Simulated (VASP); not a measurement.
Here is a VASP 6.6.1 calculation.

INCAR

```
PREC = Accurate
ENCUT = 500
EDIFF = 1E-7
ISMEAR = -1
SIGMA = 0.1
LREAL = False
LASPH = True
NELM = 120
ALGO = Normal
ISIF = 3
LWAVE = False
LCHARG = False
GGA = B5
ALDAX = 1.0
AGGAX = 1.0
AGGAC = 1.0
ALDAC = 0.0
IVDW = 12
VDW_S6 = 1.0
VDW_S8 = 2.6996
VDW_A1 = 0.4298
VDW_A2 = 4.2359
IBRION = 2
NSW = 80
EDIFFG = -0.03
GGA_COMPAT = False
NELMIN = 4
```

Contents of KPOINTS:

```
regular mesh
0
Gamma
  7 7 7
```

Contents of POSCAR:

```
PbAu2
1.0
    5.6052350000      0.0000000000      0.0000000000
    2.8026175000      4.8542759042      0.0000000000
    2.8026175000      1.6180919681      4.5766552128
Pb Au
2 4
Direct
    0.0000000000      0.0000000000      0.0000000000
    0.2500000000      0.2500000000      0.2500000000
    0.6250000000      0.6250000000      0.6250000000
    0.1250000000      0.6250000000      0.6250000000
    0.6250000000      0.6250000000      0.1250000000
    0.6250000000      0.1250000000      0.6250000000
```

Potentials or basis: VASP PAW PBE potentials, release 64 (Pb_d, Au).

The run is started by

```console
$ cat potpaw_PBE.64/Pb_d/POTCAR potpaw_PBE.64/Au/POTCAR > POTCAR
$ mpirun -np 1 vasp_std > vasp.out
```

Predict the relaxed cell.

a = 5.698 Å, b = 5.698 Å, c = 5.698 Å, α = 60.00°, β = 60.00°, γ = 60.00°.

What does it give for the dispersion energy per atom?

-1.256 eV.

Predict the space group after relaxing (to 0.1 Å).

Fd-3m (No. 227).

Final structure:
```yaml
crystal:
  lattice:
    - [5.69821, 0.00000, 0.00000]
    - [2.84911, 4.93480, 0.00000]
    - [2.84911, 1.64493, 4.65257]
  atoms:
    - { symbol: Pb, position: [0.00000, 0.00000, 0.00000] }
    - { symbol: Pb, position: [0.25000, 0.25000, 0.25000] }
    - { symbol: Au, position: [0.62500, 0.62500, 0.62500] }
    - { symbol: Au, position: [0.12500, 0.62500, 0.62500] }
    - { symbol: Au, position: [0.62500, 0.62500, 0.12500] }
    - { symbol: Au, position: [0.62500, 0.12500, 0.62500] }
```

 Zero-point motion and thermal expansion aren't in these numbers.
